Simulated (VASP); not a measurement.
## Cu: single point with PBEsol+D4

The system is Cu.

```xyz
1
Lattice="0.0000 1.7668 1.7668 1.7668 0.0000 1.7668 1.7668 1.7668 0.0000" Properties=species:S:1:pos:R:3 pbc="T T T"
Cu    0.0000    0.0000    0.0000
```

```json
{
 "Program": "VASP 6.6.1",
 "Task": "single point",
 "Functional": "PBEsol",
 "Dispersion": "D4",
 "Potentials or basis": "VASP PAW PBE potentials, release 64 (Cu)",
 "Cutoff": "600 eV",
 "k mesh": "13 × 13 × 13",
 "Occupations": "fermi-dirac, width 0.05 eV",
 "Spin": "no spin polarisation",
 "Dipole correction": "no",
 "Further INCAR settings": "ALGO = Normal; EDIFF = 1e-06; NBANDS = 12"
}
```

```json
{"Pressure": "0.8 GPa", "Dispersion energy per atom": "-0.345 eV"}
```

Levels at points of the mesh, in eV from the Fermi level:
```csv
k point,band 3,band 4,band 5,band 6,band 7,band 8,band 9,band 10
"(0.00, 0.00, 0.00)",-3.43,-3.43,-2.50,-2.50,22.95,26.10,26.10,26.10
```

It took 18 s on 1 thread of AMD EPYC 7R13, with other jobs on the host, peak memory 0.1 GiB.

Caveat: the PAW data sets were made with another functional, which shifts forces and pressure a little; pairwise dispersion overbinds metals, which lowers pressure and volume.
